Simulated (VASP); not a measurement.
# BeS (rocksalt type) (Fm-3m) in VASP: settings compared, part 2 of 2

VASP 6.6.1. The steps go on from the part before.

## (4) Relaxation of cell and atoms, PBE

This run uses another cell than the first one, of 11.12 Å³/atom, 0.875 times its volume.

INCAR reads:

```
PREC     = Accurate       # precision mode
ENCUT    = 600            # plane-wave cutoff, eV
EDIFF    = 1E-6           # SCF threshold, eV
ISMEAR   = -1             # smearing method
SIGMA    = 0.08           # smearing width, eV
LREAL    = False          # projectors in reciprocal space
LASPH    = True           # aspherical terms in the spheres
NELM     = 60             # most SCF steps
ALGO     = Normal         # electronic algorithm
ISIF     = 3              # what is computed and relaxed
LWAVE    = False          # write WAVECAR
LCHARG   = False          # write CHGCAR
GGA      = PE             # functional
IBRION   = 2              # ionic algorithm
NSW      = 100            # ionic steps
EDIFFG   = -0.005         # ionic threshold
```

KPOINTS reads:

```
regular mesh
0
Gamma
  13 13 13
```

POSCAR reads:

```
BeS
1.0
    0.0000000000      2.2322827293      2.2322827293
    2.2322827293      0.0000000000      2.2322827293
    2.2322827293      2.2322827293      0.0000000000
Be S
1 1
Direct
    0.0000000000      0.0000000000      0.0000000000
    0.5000000000      0.5000000000      0.5000000000
```

Potentials or basis: VASP PAW PBE potentials, release 64 (Be, S).

Launch:

```sh
> cat potpaw_PBE.64/Be/POTCAR potpaw_PBE.64/S/POTCAR > POTCAR
> mpirun -np 1 vasp_std > vasp.out
```

OUTCAR:

```text
PREC = Accurate
   ENCUT = 600
   EDIFF = 1E-6
   ISMEAR = -1
   LREAL = False
   LASPH = True
   NELM = 60
   ISIF = 3
   GGA = PE
   IBRION = 2
   NSW = 100
   EDIFFG = -0.005

 ion  position               nearest neighbor table
   1  0.000  0.000  0.000-   2 2.23   2 2.23   2 2.23   2 2.23   2 2.23   2 2.23
   2  0.500  0.500  0.500-   1 2.23   1 2.23   1 2.23   1 2.23   1 2.23   1 2.23

  LATTYP: Found a face centered cubic cell.
 ALAT       =     4.4645654586

  Lattice vectors:

 A1 = (   0.0000000000,   2.2322827293,   2.2322827293)
 A2 = (   2.2322827293,   0.0000000000,   2.2322827293)
 A3 = (   2.2322827293,   2.2322827293,   0.0000000000)

Analysis of symmetry for initial positions (statically):
=====================================================================
 Subroutine PRICEL returns:
[... 323 lines left out ...]

  energy without entropy =       -8.89491976  energy(sigma->0) =       -8.89493520

 E-fermi :   7.2188     XC(G=0): -10.6254

 val. band max:        6.6530094233   @ k =  -0.1538   0.1538   0.0000
 cond. band min:       7.6702873705   @ k =   0.4615   0.4615   0.0000
 fundamental gap:      1.0172779472
 Fermi energy:         7.2187972891

 k-point     1 :       0.0000    0.0000    0.0000
  band No.  band energies     occupation
      1      -8.4793      2.00000
      2       6.3434      1.99996
      3       6.3434      1.99996
      4       6.3434      1.99996
      5      11.9771      0.00000
      6      15.4725      0.00000
      7      15.4725      0.00000
      8      15.4725      0.00000
[... 243 lines left out ...]
 k-point    24 :       0.4615    0.1538    0.0000
  band No.  band energies     occupation
      1      -6.2260      2.00000
      2       0.1845      2.00000
      3       4.5345      2.00000
      4       5.1142      2.00000
      5       9.9124      0.00000
      6      12.5380      0.00000
      7      12.8877      0.00000
      8      17.1788      0.00000

 [... further k-points ...]
[... 5 lines left out ...]
  --------------------------------------------------------------------------------------
  -------------------------------------------------------------------------------------
  Total        0.0010354      0.0010354      0.0010354     -0.0000000      0.0000000      0.0000000
  in kB        0.0669342      0.0669342      0.0669342     -0.0000000      0.0000000      0.0000000
  external PRESSURE =       0.0669342 kB  Pullay stress =       0.0000000 kB
[... 17 lines left out ...]
  FREE ENERGIE OF THE ION-ELECTRON SYSTEM (eV)
  ---------------------------------------------------
  free  energy   TOTEN  =        -8.8949506388 eV

  energy  without entropy=       -8.8949197551  energy(sigma->0) =       -8.89493520

 reached required accuracy - stopping structural energy minimisation
```

Run time: 61 s. Hardware: 1 thread of Intel Xeon Platinum 8259CL at 2.50GHz (Skylake/Cascade Lake), shared host; peak memory 0.16 GiB.

What came out:

```
Free energy                            : -8.8950 eV
Relaxed volume                         : 12.39 Å³/atom
Relaxed cell                           : a = 3.273 Å, b = 3.273 Å, c = 3.273 Å, α = 60.00°, β = 60.00°, γ = 60.00°
Space group after relaxing (to 0.05 Å) : Fm-3m (No. 225)
Energy gained by relaxing              : 52.0 meV/atom
Ionic steps                            : 5
Pressure after relaxing                : 0.0 GPa
Band gap on the k mesh                 : 1.02 eV, indirect (least direct gap 4.18 eV)
```

Step by step:
```csv
step,energy change (eV),largest force (eV/Å),pressure (GPa),volume (Å³)
1,0.0000,0.0000,14.33,22.25
2,-0.0954,0.0000,-3.30,25.61
3,-0.1040,0.0000,0.07,24.77
4,-0.1040,0.0000,-0.16,24.83
5,-0.1040,0.0000,0.01,24.78
```

Final structure:
```cif
data_structure
_symmetry_space_group_name_H-M 'P 1'
_symmetry_Int_Tables_number 1
_cell_length_a 3.2726
_cell_length_b 3.2726
_cell_length_c 3.2726
_cell_angle_alpha 60.000
_cell_angle_beta 60.000
_cell_angle_gamma 60.000
_cell_volume 24.78
loop_
_atom_site_label
_atom_site_type_symbol
_atom_site_fract_x
_atom_site_fract_y
_atom_site_fract_z
_atom_site_occupancy
Be1 Be 0.00000 0.00000 0.00000 1
S1 S 0.50000 0.50000 0.50000 1
```

Levels at points of the mesh, in eV from the valence-band top:
```csv
k point,band 1,band 2,band 3,band 4,band 5,band 6,band 7,band 8
"(0.00, 0.00, 0.00)",-15.13,-0.31,-0.31,-0.31,5.32,8.82,8.82,8.82
```

## (5) Single point, LDA

This run uses another cell than the first one, of 12.40 Å³/atom, 0.976 times its volume.

INCAR reads:

```
PREC     = Accurate       # precision mode
ENCUT    = 520            # plane-wave cutoff, eV
EDIFF    = 1E-7           # SCF threshold, eV
ISMEAR   = -1             # smearing method
SIGMA    = 0.08           # smearing width, eV
LREAL    = False          # projectors in reciprocal space
LASPH    = True           # aspherical terms in the spheres
NELM     = 80             # most SCF steps
ALGO     = Normal         # electronic algorithm
ISIF     = 2              # what is computed and relaxed
LWAVE    = False          # write WAVECAR
LCHARG   = False          # write CHGCAR
GGA      = CA             # functional
NBANDS   = 11             # bands
```

KPOINTS reads:

```
Automatic mesh
0
Gamma
  13 13 13
```

POSCAR reads:

```
BeS
1.0
    0.0000000000      2.3144614809      2.3144614809
    2.3144614809      0.0000000000      2.3144614809
    2.3144614809      2.3144614809      0.0000000000
Be S
1 1
Direct
    0.0000000000      0.0000000000      0.0000000000
    0.5000000000      0.5000000000      0.5000000000
```

Potentials or basis: VASP PAW LDA potentials, release 64 (Be, S).

Launch:

```sh
> cat potpaw_LDA.64/Be/POTCAR potpaw_LDA.64/S/POTCAR > POTCAR
> mpirun -np 1 vasp_std > vasp.out
```

Run time: 12 s. Hardware: 1 thread of Intel Xeon Platinum 8259CL at 2.50GHz (Skylake/Cascade Lake), shared host; peak memory 0.13 GiB.

The run converged. Its results:

```yaml
Free_energy: -10.1089 eV
Pressure: -5.1 GPa
Band_gap_on_the_k_mesh: 1.00 eV, indirect (least direct gap 4.19 eV)
```

Levels at points of the mesh, in eV from the valence-band top:
| k point | band 2 | band 3 | band 4 | band 5 | band 6 | band 7 |
| --- | --- | --- | --- | --- | --- | --- |
| (0.00, 0.00, 0.00) | -0.32 | -0.32 | -0.32 | 5.24 | 8.78 | 8.78 |

## (6) Summary

```csv
task,level,potentials or basis,cell,cutoff (eV),gap on the mesh (eV),pressure (GPa)
single point,PBE,"VASP PAW PBE potentials, release 64 (Be, S)","a = 3.300 Å, angles 60.0°, 2 atoms",520,1.00,-2.6
single point,PBE,"VASP PAW PBE potentials, release 64 (Be, S)","a = 3.327 Å, angles 60.0°, 2 atoms",520,0.99,-4.8
relaxation of cell and atoms,PBE,"VASP PAW PBE potentials, release 64 (Be, S)","relaxed from a = 3.157 Å, angles 60.0°, 2 atoms",600,1.02,0.0
single point,LDA,"VASP PAW LDA potentials, release 64 (Be, S)","a = 3.273 Å, angles 60.0°, 2 atoms",520,1.00,-5.1
```

Alike in all rows: no spin polarisation; k mesh 13 × 13 × 13; smearing fermi-dirac 0.08 eV.

Total energies depend on the potentials used, so only differences within one code and one set of settings carry meaning.
